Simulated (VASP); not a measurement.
Input of a VASP 6.6.1 run:

Contents of POSCAR:

```
InAs
1.0
    0.0000000000      2.9563908761      2.9563908761
    2.9563908761      0.0000000000      2.9563908761
    2.9563908761      2.9563908761      0.0000000000
In As
1 1
Direct
    0.0000000000      0.0000000000      0.0000000000
    0.7500000000      0.7500000000      0.7500000000
```

Contents of INCAR.step1:

```
PREC = Accurate
ENCUT = 440
EDIFF = 1E-5
ISMEAR = -1
SIGMA = 0.05
LREAL = F
LASPH = T
NELM = 120
ALGO = Normal
ISIF = 2
LWAVE = T
LCHARG = F
GGA = PE
NBANDS = 21
GGA_COMPAT = F
```

INCAR.step2

```
PREC = Accurate
ENCUT = 440
EDIFF = 1E-6
ISMEAR = -1
SIGMA = 0.05
LREAL = F
LASPH = T
NELM = 120
ALGO = Normal
ISIF = 2
LWAVE = F
LCHARG = F
METAGGA = R2SCAN
LHFCALC = T
AEXX = 0.25
LMIXTAU = T
PRECFOCK = Normal
ISTART = 1
NBANDS = 21
GGA_COMPAT = F
```

File KPOINTS:

```
Automatic mesh
0
Gamma
  4 4 4
```

Potentials or basis: VASP PAW PBE potentials, release 64 (In_d, As_d).

The run is started by

```console
$ cat potpaw_PBE.64/In_d/POTCAR potpaw_PBE.64/As_d/POTCAR > POTCAR
$ cp INCAR.step1 INCAR
$ mpirun -np 1 vasp_std > vasp.out
$ cp INCAR.step2 INCAR
$ mpirun -np 1 vasp_std > vasp.out
```

Q: Predict the pressure.

A: 6.1 GPa.

Q: What does it give for the band gap on the k mesh?

A: 1.94 eV.

Caveat: the k points lie up to 0.46 Å⁻¹ apart; the PAW data sets were made with another functional, which shifts forces and pressure a little; spin-orbit coupling is left out, which moves the levels of the heavy elements.
